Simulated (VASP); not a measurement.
A run of VASP 6.6.1 is set up as follows.

Contents of INCAR:

```
ALGO = Normal
EDIFF = 1E-6
EDIFFG = -0.04
ENCUT = 600
GGA = PE
IBRION = 2
ISIF = 3
ISMEAR = 0
LASPH = True
LCHARG = False
LREAL = False
LWAVE = False
NELM = 100
NSW = 90
PREC = Accurate
SIGMA = 0.1
```

The input KPOINTS:

```
k-points
0
Gamma
  6 6 6
```

File POSCAR:

```
TiC
1.0
    2.9845947500      0.0000000000      0.0000000000
   -1.4922973700      2.5847348700      0.0000000000
    0.0000000000      0.0000000000      2.8750788700
Ti C
1 1
Direct
    0.0000000000      0.0000000000      0.0000000000
    0.6666666700      0.3333333300      0.5000000000
```

Potentials or basis: VASP PAW PBE potentials, release 64 (Ti_sv, C).

The run is started by

```console
$ cat potpaw_PBE.64/Ti_sv/POTCAR potpaw_PBE.64/C/POTCAR > POTCAR
$ mpirun -np 1 vasp_std > vasp.out
```

(1) Predict the band gap on the k mesh.

(2) What does it give for the relaxed volume?

(3) Estimate the space group after relaxing (to 0.05 Å).

(4) Estimate the relaxed cell.

Results:

(1) 0.27 eV, indirect (least direct gap 0.39 eV).

(2) 10.84 Å³/atom.

(3) P-6m2 (No. 187).

(4) a = 3.053 Å, b = 3.053 Å, c = 2.686 Å, α = 90.00°, β = 90.00°, γ = 120.00°.
